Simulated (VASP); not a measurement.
Input of a VASP 6.6.1 run:

File INCAR:

```
  ALGO = Fast
  DIPOL = 0.5 0.5 0.500
  EDIFF = 1E-6
  ENCUT = 520
  GGA = PE
  IDIPOL = 3
  ISIF = 2
  ISMEAR = 0
  LASPH = True
  LCHARG = True
  LDIPOL = True
  LELF = True
  LREAL = False
  LVACPOTAV = True
  LVHAR = True
  LWAVE = False
  NBANDS = 46
  NELM = 60
  PREC = Accurate
  SIGMA = 0.05
```

File KPOINTS:

```
k-points
0
Gamma
  8 8 1
```

File POSCAR:

```
InP
1.0
    4.2144047934      0.0000000000      0.0000000000
    0.0000000000      4.2144047934      0.0000000000
    0.0000000000      0.0000000000     25.4301197284
P In
4 4
Direct
    0.0000000000      0.5000000000      0.2951001432
    0.5000000000      0.0000000000      0.4125091004
    0.0000000000      0.5000000000      0.5291840153
    0.5000000000      0.0000000000      0.6464285548
    0.5000000000      0.5000000000      0.3512430965
    0.0000000000      0.0000000000      0.4693066617
    0.5000000000      0.5000000000      0.5870476660
    0.0000000000      0.0000000000      0.7091807621
```

Potentials or basis: VASP PAW PBE potentials, release 64 (P, In_d).

The run is started by

```sh
$ cat potpaw_PBE.64/P/POTCAR potpaw_PBE.64/In_d/POTCAR > POTCAR
$ mpirun -np 1 vasp_std > vasp.out
```

What does it give for the largest force?

0.017 eV/Å.

Predict the band gap on the k mesh.

zero (bands 36 and 37 overlap by 0.39 eV).

Forces on the atoms (eV/Å):
```
P    0.000  0.000  0.009
P    0.000  0.000  0.006
P    0.000  0.000 -0.007
P    0.000  0.000  0.017
In   0.000  0.000 -0.009
In   0.000  0.000  0.000
In   0.000  0.000 -0.007
In   0.000  0.000 -0.009
```

Caveat: spin-orbit coupling is left out, which moves the levels of the heavy elements.
